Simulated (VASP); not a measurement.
SnTe (rocksalt type):

```
CELL_PARAMETERS angstrom
0.00000 2.89164 2.89164
2.89164 0.00000 2.89164
2.89164 2.89164 0.00000
ATOMIC_POSITIONS crystal
Sn 0.00000 0.00000 0.00000
Te 0.50000 0.50000 0.50000
```

- Program: VASP 6.6.1
- Task: relaxation of cell and atoms
- Functional: LDA
- Potentials or basis: VASP PAW LDA potentials, release 64 (Sn_d, Te)
- Cutoff: 600 eV
- k mesh: 13 × 13 × 13
- Occupations: fermi-dirac, width 0.08 eV
- Spin: no spin polarisation

At the start: pressure 18.7 GPa; volume 24.18 Å³/atom.

Q: How do energy, volume and symmetry change on relaxing?

A: Over 3 steps the energy falls by 295.5 meV/atom and the volume is 30.37 Å³/atom (+25.6 %); space group Fm-3m (No. 225, to 0.1 Å) before and after.

Step by step:
```tsv
step	energy change (eV)	largest force (eV/Å)	pressure (GPa)	volume (Å³)
1	0.0000	0.0000	18.74	48.36
2	-0.3847	0.0000	-5.56	70.98
3	-0.5911	0.0000	-0.01	60.73
```

Final structure:
```yaml
crystal:
  lattice:
    - [0.00000, 3.11980, 3.11980]
    - [3.11980, 0.00000, 3.11980]
    - [3.11980, 3.11980, 0.00000]
  atoms:
    - { symbol: Sn, position: [0.00000, 0.00000, 0.00000] }
    - { symbol: Te, position: [0.50000, 0.50000, 0.50000] }
```

Caveat: the volume moved by over 15 % at a fixed basis, so the end points are rough.
